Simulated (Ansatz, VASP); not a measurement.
HfC in VASP and in Ansatz

```
CELL_PARAMETERS angstrom
0.00000 2.32500 2.32500
2.32500 0.00000 2.32500
2.32500 2.32500 0.00000
ATOMIC_POSITIONS crystal
Hf 0.50000 0.50000 0.50000
C 0.00000 0.00000 0.00000
```

Alike in both runs: task single point; functional PBE; k mesh 10 × 10 × 10; occupations gaussian, width 0.018 eV; no spin polarisation.

```csv
,VASP,Ansatz
version,VASP 6.6.1,Ansatz 0.2.0
potentials or method,"VASP PAW PBE potentials, release 64 (Hf_pv, C), cutoff 520 eV","all-electron LAPW, scalar-relativistic"
```

|  | VASP | Ansatz | Ansatz less VASP |
| --- | --- | --- | --- |
| gap on the k mesh at the Fermi level (eV) | none | none | - |
| pressure (GPa) | -0.5 | 0.3 | +0.71 |

A gap of «none» marks a metal or a gap that the smearing closes. Ansatz ran all-electron here, and VASP with PAW potentials.

Spin-orbit coupling is off throughout.
